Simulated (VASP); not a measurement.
# F (Fd-3m) in VASP: single point with LDA

Aim: the single point of F with LDA.

Everything below comes from runs of VASP 6.6.1. Logs are shortened: lines on timing, memory, paths and dates and some standing lists are left out, and cuts for length are marked.

## 1. The cell of the first run

The structure is cubic, space group Fd-3m (No. 227). Conventional cell: a = 4.670 Å, b = 4.670 Å, c = 4.670 Å, α = 90.00°, β = 90.00°, γ = 90.00°. Within 2.7 Å of F (site symmetry -43m) lie 4 F at 2.02 Å.

## 2. Single point, LDA

The input, INCAR:

```
ALGO = Normal ; EDIFF = 1E-6
ENCUT = 520 ; GGA = CA
ISIF = 2 ; ISMEAR = -1
LASPH = T ; LCHARG = F
LREAL = F ; LWAVE = F
NBANDS = 14 ; NELM = 60
PREC = Accurate ; SIGMA = 0.13605693000000002
```

The input, KPOINTS:

```
k-points
0
Gamma
  10 10 10
```

The input, POSCAR:

```
F
1.0
    0.0000000000      2.3352478618      2.3352478618
    2.3352478618      0.0000000000      2.3352478618
    2.3352478618      2.3352478618      0.0000000000
F
2
Direct
    0.0000000000      0.0000000000      0.0000000000
    0.2500000000      0.2500000000      0.2500000000
```

Potentials or basis: VASP PAW LDA potentials, release 64 (F).

On the command line:

```console
> cat potpaw_LDA.64/F/POTCAR > POTCAR
> mpirun -np 1 vasp_std > vasp.out
```

OUTCAR:

```text
EDIFF = 1E-6
   ENCUT = 520
   GGA = CA
   ISIF = 2
   ISMEAR = -1
   LASPH = T
   LREAL = F
   NELM = 60
   PREC = Accurate

 ion  position               nearest neighbor table
   1  0.000  0.000  0.000-
   2  0.250  0.250  0.250-

  LATTYP: Found a face centered cubic cell.
 ALAT       =     4.6704957236

  Lattice vectors:

 A1 = (   0.0000000000,   2.3352478618,   2.3352478618)
 A2 = (   2.3352478618,   0.0000000000,   2.3352478618)
 A3 = (   2.3352478618,   2.3352478618,   0.0000000000)

Analysis of symmetry for initial positions (statically):
=====================================================================
 Subroutine PRICEL returns:
 Original cell was already a primitive cell.

 Routine SETGRP: Setting up the symmetry group for a
 face centered cubic supercell.

 Subroutine GETGRP returns: Found 48 space group operations
 (whereof 24 operations were pure point group operations)
 out of a pool of 48 trial point group operations.

The static configuration has the point symmetry T_d .
 The point group associated with its full space group is O_h .

Analysis of symmetry for dynamics (positions and initial velocities):
=====================================================================
 Subroutine PRICEL returns:
 Original cell was already a primitive cell.

 Routine SETGRP: Setting up the symmetry group for a
 face centered cubic supercell.

 Subroutine GETGRP returns: Found 48 space group operations
 (whereof 24 operations were pure point group operations)
 out of a pool of 48 trial point group operations.

The dynamic configuration has the point symmetry T_d .
 The point group associated with its full space group is O_h .

 Subroutine INISYM returns: Found 48 space group operations
 (whereof 24 operations are pure point group operations),
 and found     1 'primitive' translations

----------------------------------------------------------------------------------------

                                     Primitive cell

  volume of cell :      25.4700

  direct lattice vectors                    reciprocal lattice vectors
     0.000000000  2.335247862  2.335247862    -0.214110034  0.214110034  0.214110034
     2.335247862  0.000000000  2.335247862     0.214110034 -0.214110034  0.214110034
     2.335247862  2.335247862  0.000000000     0.214110034  0.214110034 -0.214110034

  length of vectors
     3.302539198  3.302539198  3.302539198     0.370849458  0.370849458  0.370849458

  position of ions in fractional coordinates (direct lattice)
     0.000000000  0.000000000  0.000000000
     0.250000000  0.250000000  0.250000000

  ion indices of the primitive-cell ions
   primitive index   ion index
                 1           1
                 2           2

----------------------------------------------------------------------------------------

 KPOINTS: k-points

Automatic generation of k-mesh.
 Grid dimensions read from file:
 generate k-points for:   10   10   10

 Generating k-lattice:

  Cartesian coordinates                     Fractional coordinates (reciprocal lattice)
    -0.021411003  0.021411003  0.021411003     0.100000000  0.000000000  0.000000000
     0.021411003 -0.021411003  0.021411003     0.000000000  0.100000000  0.000000000
     0.021411003  0.021411003 -0.021411003     0.000000000  0.000000000  0.100000000

  Length of vectors
     0.037084946  0.037084946  0.037084946

  Shift w.r.t. Gamma in fractional coordinates (k-lattice)
     0.000000000  0.000000000  0.000000000

 Subroutine IBZKPT returns following result:
 ===========================================

 Found     47 irreducible k-points:

 Following reciprocal coordinates:
            Coordinates               Weight
  0.000000  0.000000  0.000000      1.000000
  0.100000  0.000000  0.000000      8.000000
  0.200000  0.000000  0.000000      8.000000
  0.300000  0.000000  0.000000      8.000000
  0.400000  0.000000  0.000000      8.000000
  0.500000  0.000000  0.000000      4.000000
[... 16 lines left out ...]
  0.300000  0.300000  0.000000      6.000000
  0.400000  0.300000  0.000000     24.000000
 [... further k-points ...]
   k-points           NKPTS =     47   k-points in BZ     NKDIM =     47   number of bands    NBANDS=     14
   number of dos      NEDOS =    301   number of ions     NIONS =      2
   total plane-waves  NPLWV =  21952
   dimension x,y,z NGX =    28 NGY =   28 NGZ =   28
   dimension x,y,z NGXF=    56 NGYF=   56 NGZF=   56
   ions per type =               2
   NGX,Y,Z   is equivalent  to a cutoff of  14.09, 14.09, 14.09 a.u.
   NGXF,Y,Z  is equivalent  to a cutoff of  28.19, 28.19, 28.19 a.u.
 SYSTEM =  unknown system
   PREC   = accura    normal or accurate (medium, high low for compatibility)
   ISTART =      0    job   : 0-new  1-cont  2-samecut
   ICHARG =      2    charge: 1-file 2-atom 10-const
   ISPIN  =      1    spin polarized calculation?
   LNONCOLLINEAR =      F non collinear calculations
   LSORBIT =      F    spin-orbit coupling
   LASPH  =      T    aspherical Exc in radial PAW
   ENCUT  =  520.0 eV  38.22 Ry    6.18 a.u.   6.14  6.14  6.14*2*pi/ulx,y,z
   NELM   =     60;   NELMIN=  2; NELMDL= -5     # of ELM steps
   EDIFF  = 0.1E-05   stopping-criterion for ELM
   LREAL  =      F    real-space projection
   EDIFFG = 0.1E-04   stopping-criterion for IOM
   NSW    =      0    number of steps for IOM
   IBRION =     -1    ionic relax: 0-MD 1-quasi-New 2-CG
   NFREE  =      0    steps in history (QN), initial steepest desc. (CG)
   ISIF   =      2    stress and relaxation
   ISYM   =      2    0-nonsym 1-usesym 2-fastsym
   POTIM  = 0.5000    time-step for ionic-motion
   TEBEG  =    0.0;   TEEND  =   0.0 temperature during run
   PSTRESS=    0.0 pullay stress
   NELECT =      14.0000    total number of electrons
   NUPDOWN=      -1.0000    fix difference up-down
   EMIN   =  10.00;   EMAX   =-10.00  energy-range for DOS
   EFERMI =   0.00;   METHOD = LEGACY
   ISMEAR =    -1;   SIGMA  =   0.14  broadening in eV -4-tet -1-fermi 0-gaus
   EFERMI_NEDOS =   21; number of points for ismear=-14 and -15
   IALGO  =     38    algorithm
   IMIX   =      4    mixing-type and parameters
     AMIX     =   0.40;   BMIX     =  1.00
     AMIX_MAG =   1.60;   BMIX_MAG =  1.00
  volume/ion in A,a.u.               =      12.74        85.94
  Fermi-wavevector in a.u.,A,eV,Ry     =   1.341038  2.534195 24.468497  1.798384
  Thomas-Fermi vector in A             =   2.469304
   LORBIT       =      0    0 simple, 1 ext, 2 COOP (PROOUT), +10 PAW based schemes
   GGA     = CA    functional components
   LHFCALC =     F    Hartree Fock is set to
   AEXX    =    0.0000 exact exchange contribution
   IVDW    =     0    specifies the selected vdW correction
   LEPSILON=     F    determine dielectric tensor
   LRPA    =     F    only Hartree local field effects (RPA)
 non-spin polarized calculation
  energy-cutoff  :      520.00
  volume of cell :       25.47
 maximum number of plane-waves:       701
 NGX is ok and might be reduce to    28
   NGX = 13   NGY = 13   NGZ = 13

 number of electron      13.9999998 magnetization

 Free energy of the ion-electron system (eV)
  ---------------------------------------------------
  ext. energy  EPLUGINS =         0.00000000
  ---------------------------------------------------
  free energy    TOTEN  =        -2.85015313 eV

  energy without entropy =       -2.59350239  energy(sigma->0) =       -2.72182776

 E-fermi :  -4.2446     XC(G=0):  -9.4967

 val. band max:       -4.2601658772   @ k =   0.5000   0.1000   0.0000
 cond. band min:      -4.2411572003   @ k =   0.3000   0.3000   0.0000
 fundamental gap:      0.0190086768
 Fermi energy:        -4.2445546065

 k-point     1 :       0.0000    0.0000    0.0000
  band No.  band energies     occupation
      1     -26.6334      2.00000
      2     -22.8446      2.00000
      3      -7.2427      2.00000
      4      -7.2427      2.00000
      5      -7.2427      2.00000
      6      -5.1264      1.99694
      7      -5.1264      1.99694
      8      -5.1264      1.99694
      9       5.3732      0.00000
     10      20.2210      0.00000
     11      20.2210      0.00000
     12      20.2210      0.00000
     13      21.5512      0.00000
     14      21.5512      0.00000

 k-point     2 :       0.1000    0.0000    0.0000
  band No.  band energies     occupation
      1     -26.5686      2.00000
      2     -22.9229      2.00000
      3      -7.3289      2.00000
      4      -7.3107      2.00000
      5      -7.3107      2.00000
      6      -5.0992      1.99627
      7      -5.0549      1.99483
      8      -5.0549      1.99483
      9       5.6535      0.00000
     10      18.6681      0.00000
     11      19.3494      0.00000
     12      19.3494      0.00000
     13      22.1284      0.00000
     14      22.1285      0.00000

 k-point     3 :       0.2000    0.0000    0.0000
  band No.  band energies     occupation
      1     -26.3859      2.00000
      2     -23.1425      2.00000
      3      -7.5775      2.00000
      4      -7.4700      2.00000
      5      -7.4700      2.00000
      6      -4.9791      1.99100
      7      -4.8875      1.98242
      8      -4.8875      1.98242
      9       6.4063      0.00000
     10      16.4516      0.00000
     11      18.3305      0.00000
     12      18.3305      0.00000
     13      22.0008      0.00000
     14      22.5432      0.00000
[... 324 lines left out ...]
 k-point    23 :       0.3000    0.3000    0.0000
  band No.  band energies     occupation
      1     -25.9015      2.00000
      2     -23.6990      2.00000
      3      -8.1214      2.00000
      4      -8.1214      2.00000
      5      -6.8127      2.00000
      6      -5.9132      1.99999
      7      -4.2412      0.98752
      8      -4.2412      0.98751
      9       7.9608      0.00000
     10      12.7855      0.00000
     11      18.7016      0.00000
     12      18.7016      0.00000
     13      20.0138      0.00000
     14      22.9502      0.00000

 k-point    24 :       0.4000    0.3000    0.0000
  band No.  band energies     occupation
      1     -25.6408      2.00000
      2     -23.9854      2.00000
      3      -8.3541      2.00000
      4      -8.2366      2.00000
      5      -6.7329      2.00000
      6      -5.9507      1.99999
      7      -4.1204      0.57311
      8      -4.0939      0.49683
      9       8.6544      0.00000
     10      11.9619      0.00000
     11      17.7710      0.00000
     12      18.3997      0.00000
     13      20.6406      0.00000
     14      22.9583      0.00000

 [... further k-points ...]

------------------------ aborting loop because EDIFF is reached ----------------------------------------

  FORCE on cell =-STRESS in cart. coord.  units (eV):
  Direction    XX          YY          ZZ          XY          YZ          ZX
  --------------------------------------------------------------------------------------
  -------------------------------------------------------------------------------------
  Total       -0.0621402     -0.0621402     -0.0621402      0.0000000      0.0000000      0.0000000
  in kB       -3.9088983     -3.9088983     -3.9088983      0.0000000      0.0000000      0.0000000
  external PRESSURE =      -3.9088983 kB  Pullay stress =       0.0000000 kB

 VOLUME and BASIS-vectors are now :
 -----------------------------------------------------------------------------
  energy-cutoff  :      520.00
  volume of cell :       25.47
      direct lattice vectors                 reciprocal lattice vectors
     0.000000000  2.335247862  2.335247862    -0.214110034  0.214110034  0.214110034
     2.335247862  0.000000000  2.335247862     0.214110034 -0.214110034  0.214110034
     2.335247862  2.335247862  0.000000000     0.214110034  0.214110034 -0.214110034

 POSITION                                       TOTAL-FORCE (eV/Angst)
 -----------------------------------------------------------------------------------
      0.00000      0.00000      0.00000        -0.000000     -0.000000     -0.000000
      1.16762      1.16762      1.16762         0.000000      0.000000      0.000000
 -----------------------------------------------------------------------------------
    total drift:                                0.000000      0.000000      0.000000

  FREE ENERGIE OF THE ION-ELECTRON SYSTEM (eV)
  ---------------------------------------------------
  free  energy   TOTEN  =        -2.8501531331 eV

  energy  without entropy=       -2.5935023947  energy(sigma->0) =       -2.72182776
```

It took 13 s on 1 thread of Intel Xeon 6975P-C, shared host; peak memory 0.13 GiB.

What came out:

- Free energy: -2.8502 eV
- Pressure: -0.4 GPa
- Band gap on the k mesh: zero (band 7 reaches -3.90 eV, above the bottom of band 8 at -5.13 eV)
